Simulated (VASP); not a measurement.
# ZrZnN (P-6m2) in VASP: single point with PBE

Aim: the single point of ZrZnN with PBE.

Program: VASP 6.6.1. These are calculated values, not measurements. Logs are shortened: lines on timing, memory, paths and dates and some standing lists are left out, and cuts for length are marked.

## Step 1: The cell of the first run

Symmetry: P-6m2, No. 187, hexagonal system. Conventional cell: a = 3.672 Å, b = 3.672 Å, c = 3.518 Å, α = 90.00°, β = 90.00°, γ = 120.00°. Within 3.6 Å of Zr (site symmetry -6m2) lie 6 N at 2.75 Å and 6 Zn at 2.75 Å and 2 Zr at 3.52 Å. Zn (site symmetry -6m2) has 3 N at 2.12 Å and 6 Zr at 2.75 Å within 2.8 Å. N (site symmetry -6m2) has 3 Zn at 2.12 Å and 6 Zr at 2.75 Å within 2.8 Å.

## Step 2: Single point, PBE, collinear spin, ferromagnetic start

INCAR reads:

```
  ALGO = Normal
  EDIFF = 1E-6
  ENCUT = 520
  GGA = PE
  ISIF = 2
  ISMEAR = 0
  ISPIN = 2
  LASPH = T
  LCHARG = F
  LMAXMIX = 4
  LORBIT = 11
  LREAL = F
  LWAVE = F
  MAGMOM = 1 0 0
  NBANDS = 26
  NELM = 150
  PREC = Accurate
  SIGMA = 0.1
```

KPOINTS reads:

```
k-points
0
Gamma
  6 6 6
```

POSCAR reads:

```
ZrZnN
1.0
    3.6715562545      0.0000000000      0.0000000000
   -1.8357781272      3.1796609878      0.0000000000
    0.0000000000      0.0000000000      3.5176800717
Zr Zn N
1 1 1
Direct
    0.0000000000      0.0000000000      0.0000000000
    0.6666666667      0.3333333333      0.5000000000
    0.3333333333      0.6666666667      0.5000000000
```

Potentials or basis: VASP PAW PBE potentials, release 64 (Zr_sv, Zn, N).

Command:

```
cat potpaw_PBE.64/Zr_sv/POTCAR potpaw_PBE.64/Zn/POTCAR potpaw_PBE.64/N/POTCAR > POTCAR
mpirun -np 1 vasp_std > vasp.out
```

OUTCAR:

```text
EDIFF = 1E-6
   ENCUT = 520
   GGA = PE
   ISIF = 2
   ISMEAR = 0
   ISPIN = 2
   LASPH = T
   LORBIT = 11
   LREAL = F
   NELM = 150
   PREC = Accurate

 ion  position               nearest neighbor table
   1  0.000  0.000  0.000-   2 2.75   3 2.75   2 2.75   3 2.75   3 2.75   3 2.75   2 2.75   2 2.75
                             2 2.75   2 2.75   3 2.75   3 2.75
   2  0.667  0.333  0.500-   3 2.12   3 2.12   3 2.12   1 2.75   1 2.75   1 2.75   1 2.75   1 2.75
                             1 2.75
   3  0.333  0.667  0.500-   2 2.12   2 2.12   2 2.12   1 2.75   1 2.75   1 2.75   1 2.75   1 2.75
                             1 2.75

  LATTYP: Found a hexagonal cell.
 ALAT       =     3.6715562545
 C/A-ratio  =     0.9580896568

  Lattice vectors:

 A1 = (   3.6715562545,   0.0000000000,   0.0000000000)
 A2 = (  -1.8357781272,   3.1796609878,   0.0000000000)
 A3 = (   0.0000000000,   0.0000000000,   3.5176800717)

Analysis of symmetry for initial positions (statically):
=====================================================================
 Subroutine PRICEL returns:
 Original cell was already a primitive cell.

 Routine SETGRP: Setting up the symmetry group for a
 hexagonal supercell.

 Subroutine GETGRP returns: Found 12 space group operations
 (whereof 12 operations were pure point group operations)
 out of a pool of 24 trial point group operations.

The static configuration has the point symmetry D_3h.

Analysis of symmetry for dynamics (positions and initial velocities):
=====================================================================
 Subroutine PRICEL returns:
 Original cell was already a primitive cell.

 Routine SETGRP: Setting up the symmetry group for a
 hexagonal supercell.

 Subroutine GETGRP returns: Found 12 space group operations
 (whereof 12 operations were pure point group operations)
 out of a pool of 24 trial point group operations.

The dynamic configuration has the point symmetry D_3h.

Analysis of structural, dynamic, and magnetic symmetry:
=====================================================================
 Subroutine PRICEL returns:
 Original cell was already a primitive cell.

 Routine SETGRP: Setting up the symmetry group for a
 hexagonal supercell.

 Subroutine GETGRP returns: Found 12 space group operations
 (whereof 12 operations were pure point group operations)
 out of a pool of 24 trial point group operations.

The overall configuration has the point symmetry D_3h.

 Subroutine INISYM returns: Found 12 space group operations
 (whereof 12 operations are pure point group operations),
 and found     1 'primitive' translations

----------------------------------------------------------------------------------------

                                     Primitive cell

  volume of cell :      41.0665

  direct lattice vectors                    reciprocal lattice vectors
     3.671556255  0.000000000  0.000000000     0.272364069  0.157249468  0.000000000
    -1.835778127  3.179660988  0.000000000     0.000000000  0.314498937  0.000000000
     0.000000000  0.000000000  3.517680072     0.000000000  0.000000000  0.284278269

  length of vectors
     3.671556255  3.671556254  3.517680072     0.314498937  0.314498937  0.284278269

  position of ions in fractional coordinates (direct lattice)
     0.000000000  0.000000000  0.000000000
     0.666666667  0.333333333  0.500000000
     0.333333333  0.666666667  0.500000000

  ion indices of the primitive-cell ions
   primitive index   ion index
                 1           1
                 2           2
                 3           3

----------------------------------------------------------------------------------------

 KPOINTS: k-points

Automatic generation of k-mesh.
 Grid dimensions read from file:
 generate k-points for:    6    6    6

 Generating k-lattice:

  Cartesian coordinates                     Fractional coordinates (reciprocal lattice)
     0.045394011  0.026208245  0.000000000     0.166666667  0.000000000  0.000000000
     0.000000000  0.052416489  0.000000000     0.000000000  0.166666667  0.000000000
     0.000000000  0.000000000  0.047379711     0.000000000  0.000000000  0.166666667

  Length of vectors
     0.052416489  0.052416489  0.047379711

  Shift w.r.t. Gamma in fractional coordinates (k-lattice)
     0.000000000  0.000000000  0.000000000

 Subroutine IBZKPT returns following result:
 ===========================================

 Found     28 irreducible k-points:

 Following reciprocal coordinates:
            Coordinates               Weight
  0.000000  0.000000  0.000000      1.000000
  0.166667  0.000000  0.000000      6.000000
  0.333333  0.000000  0.000000      6.000000
  0.500000  0.000000  0.000000      3.000000
  0.166667  0.166667  0.000000      6.000000
  0.333333  0.166667  0.000000     12.000000
[... 16 lines left out ...]
  0.166667  0.000000  0.500000      6.000000
  0.333333  0.000000  0.500000      6.000000
 [... further k-points ...]
   k-points           NKPTS =     28   k-points in BZ     NKDIM =     28   number of bands    NBANDS=     26
   number of dos      NEDOS =    301   number of ions     NIONS =      3
   total plane-waves  NPLWV =  21952
   dimension x,y,z NGX =    28 NGY =   28 NGZ =   28
   dimension x,y,z NGXF=    56 NGYF=   56 NGZF=   56
   ions per type =               1   1   1
   NGX,Y,Z   is equivalent  to a cutoff of  12.68, 12.68, 13.23 a.u.
   NGXF,Y,Z  is equivalent  to a cutoff of  25.36, 25.36, 26.47 a.u.
 SYSTEM =  unknown system
   PREC   = accura    normal or accurate (medium, high low for compatibility)
   ISTART =      0    job   : 0-new  1-cont  2-samecut
   ICHARG =      2    charge: 1-file 2-atom 10-const
   ISPIN  =      2    spin polarized calculation?
   LNONCOLLINEAR =      F non collinear calculations
   LSORBIT =      F    spin-orbit coupling
   LASPH  =      T    aspherical Exc in radial PAW
   ENCUT  =  520.0 eV  38.22 Ry    6.18 a.u.   6.83  6.83  6.54*2*pi/ulx,y,z
   NELM   =    150;   NELMIN=  2; NELMDL= -5     # of ELM steps
   EDIFF  = 0.1E-05   stopping-criterion for ELM
   LREAL  =      F    real-space projection
   EDIFFG = 0.1E-04   stopping-criterion for IOM
   NSW    =      0    number of steps for IOM
   IBRION =     -1    ionic relax: 0-MD 1-quasi-New 2-CG
   NFREE  =      0    steps in history (QN), initial steepest desc. (CG)
   ISIF   =      2    stress and relaxation
   ISYM   =      2    0-nonsym 1-usesym 2-fastsym
   POTIM  = 0.5000    time-step for ionic-motion
   TEBEG  =    0.0;   TEEND  =   0.0 temperature during run
   PSTRESS=    0.0 pullay stress
   NELECT =      29.0000    total number of electrons
   NUPDOWN=      -1.0000    fix difference up-down
   EMIN   =  10.00;   EMAX   =-10.00  energy-range for DOS
   EFERMI =   0.00;   METHOD = LEGACY
   ISMEAR =     0;   SIGMA  =   0.10  broadening in eV -4-tet -1-fermi 0-gaus
   EFERMI_NEDOS =   21; number of points for ismear=-14 and -15
   IALGO  =     38    algorithm
   IMIX   =      4    mixing-type and parameters
     AMIX     =   0.40;   BMIX     =  1.00
     AMIX_MAG =   1.60;   BMIX_MAG =  1.00
  volume/ion in A,a.u.               =      13.69        92.38
  Fermi-wavevector in a.u.,A,eV,Ry     =   1.457846  2.754930 28.916674  2.125316
  Thomas-Fermi vector in A             =   2.574600
   LORBIT       =     11    0 simple, 1 ext, 2 COOP (PROOUT), +10 PAW based schemes
   GGA     = PE    functional components
   LHFCALC =     F    Hartree Fock is set to
   AEXX    =    0.0000 exact exchange contribution
   IVDW    =     0    specifies the selected vdW correction
   LEPSILON=     F    determine dielectric tensor
   LRPA    =     F    only Hartree local field effects (RPA)
 spin polarized calculation
 Gauss-broadening in eV      SIGMA  =   0.10
  energy-cutoff  :      520.00
  volume of cell :       41.07
 maximum number of plane-waves:      1120
 NGX is ok and might be reduce to    28
   NGX = 13   NGY = 13   NGZ = 13

 number of electron      29.0000017 magnetization      -0.0017124

 number of electron      29.0000017 magnetization       0.0004826

 Free energy of the ion-electron system (eV)
  ---------------------------------------------------
  ext. energy  EPLUGINS =         0.00000000
  ---------------------------------------------------
  free energy    TOTEN  =       -17.43704238 eV

  energy without entropy =      -17.42718371  energy(sigma->0) =      -17.43211305

 E-fermi :   8.2856     XC(G=0): -11.9533

 val. band max:        8.2594350629   @ k =   0.1667   0.1667   0.3333
 cond. band min:       8.3263557873   @ k =   0.1667   0.1667   0.0000
 fundamental gap:      0.0669207244
 Fermi energy:         8.2856043273

 spin component 1

 k-point     1 :       0.0000    0.0000    0.0000
  band No.  band energies     occupation
      1     -41.6942      1.00000
      2     -19.6384      1.00000
      3     -19.6323      1.00000
      4     -19.6323      1.00000
      5      -7.6400      1.00000
      6      -0.2059      1.00000
[... 18 lines left out ...]
     25      23.2338      0.00000
     26      23.2338      0.00000
[... 644 lines left out ...]
      4     -19.6476      1.00000
      5      -6.8616      1.00000
      6       0.0069      1.00000
[... 18 lines left out ...]
     25      22.3941      0.00000
     26      22.6385      0.00000

 [... further k-points ...]

 spin component 2

 k-point     1 :       0.0000    0.0000    0.0000
  band No.  band energies     occupation
      1     -41.6941      1.00000
      2     -19.6382      1.00000
      3     -19.6322      1.00000
      4     -19.6322      1.00000
      5      -7.6399      1.00000
      6      -0.2059      1.00000
[... 18 lines left out ...]
     25      23.2340      0.00000
     26      23.2340      0.00000
[... 644 lines left out ...]
      4     -19.6475      1.00000
      5      -6.8616      1.00000
      6       0.0069      1.00000
[... 18 lines left out ...]
     25      22.3945      0.00000
     26      22.6387      0.00000

 [... further k-points ...]
[... 5 lines left out ...]
  --------------------------------------------------------------------------------------
  -------------------------------------------------------------------------------------
  Total        0.1477630      0.1477630      0.0466887      0.0000000     -0.0000000      0.0000000
  in kB        5.7648623      5.7648623      1.8215246      0.0000000     -0.0000000      0.0000000
  external PRESSURE =       4.4504164 kB  Pullay stress =       0.0000000 kB

 VOLUME and BASIS-vectors are now :
 -----------------------------------------------------------------------------
  energy-cutoff  :      520.00
  volume of cell :       41.07
      direct lattice vectors                 reciprocal lattice vectors
     3.671556255  0.000000000  0.000000000     0.272364069  0.157249468  0.000000000
    -1.835778127  3.179660988  0.000000000     0.000000000  0.314498937  0.000000000
     0.000000000  0.000000000  3.517680072     0.000000000  0.000000000  0.284278269

 POSITION                                       TOTAL-FORCE (eV/Angst)
 -----------------------------------------------------------------------------------
      0.00000      0.00000      0.00000         0.000000      0.000000      0.000000
      1.83578      1.05989      1.75884        -0.000000      0.000000      0.000000
     -0.00000      2.11977      1.75884         0.000000     -0.000000      0.000000
 -----------------------------------------------------------------------------------
    total drift:                               -0.000003      0.000002      0.000000

  FREE ENERGIE OF THE ION-ELECTRON SYSTEM (eV)
  ---------------------------------------------------
  free  energy   TOTEN  =       -17.4370423839 eV

  energy  without entropy=      -17.4271837111  energy(sigma->0) =      -17.43211305

 total charge

# of ion       s       p       d       tot
------------------------------------------
    1        2.144   5.966   1.600   9.710
    2        0.663   0.613   9.775  11.051
    3        1.302   2.225   0.000   3.527
--------------------------------------------------
tot          4.110   8.804  11.374  24.289

 magnetization (x)

# of ion       s       p       d       tot
------------------------------------------
    1        0.000   0.000   0.000   0.000
    2        0.000   0.000  -0.000   0.000
    3        0.000  -0.000   0.000   0.000
--------------------------------------------------
tot          0.000   0.000   0.000   0.000
```

It took 56 s on 1 thread of AMD EPYC 7R13 (Zen 3), shared host; peak memory 0.17 GiB.

What came out:

```
Free energy                                           : -17.4370 eV
Pressure                                              : 0.4 GPa
Net moment                                            : 0.00 μB per cell
Valence electrons inside the program's atomic spheres : Zr 9.71; Zn 11.05; N 3.53
```
